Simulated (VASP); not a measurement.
Al2Au, 3 atoms in the cell. The structure is cubic, space group Fm-3m (No. 225). The conventional cell has a = 5.937 Å, b = 5.937 Å, c = 5.937 Å, α = 90.00°, β = 90.00°, γ = 90.00°. Al (site symmetry -43m) has 4 Au at 2.57 Å and 6 Al at 2.97 Å within 3.4 Å. Within 3.4 Å of Au (site symmetry m-3m) lie 8 Al at 2.57 Å.  This cell differs from its parent crystal: volume scaled by 0.94.

* Program: VASP 6.6.1
* Task: single point
* Functional: PBE
* Potentials or basis: VASP PAW PBE potentials, release 64 (Al, Au)
* Cutoff: 520 eV
* k mesh: 12 × 12 × 12
* Occupations: gaussian, width 0.1 eV
* Spin: no spin polarisation
* Dipole correction: no
* Further INCAR settings: ALGO = Normal; EDIFF = 1e-06; NBANDS = 16

Potentials or basis: VASP PAW PBE potentials, release 64 (Al, Au).

Run with:

```sh
$ cat potpaw_PBE.64/Al/POTCAR potpaw_PBE.64/Au/POTCAR > POTCAR
$ mpirun -np 1 vasp_std > vasp.out
```

Hardware: 1 thread of Intel Xeon 6975P-C (shared host).

Problem. Estimate the wall time of this run.

Solution. It took 32 s on 1 thread of Intel Xeon 6975P-C, on a shared host, peak memory 0.21 GiB. Counts: scf iterations 13, k points 72.
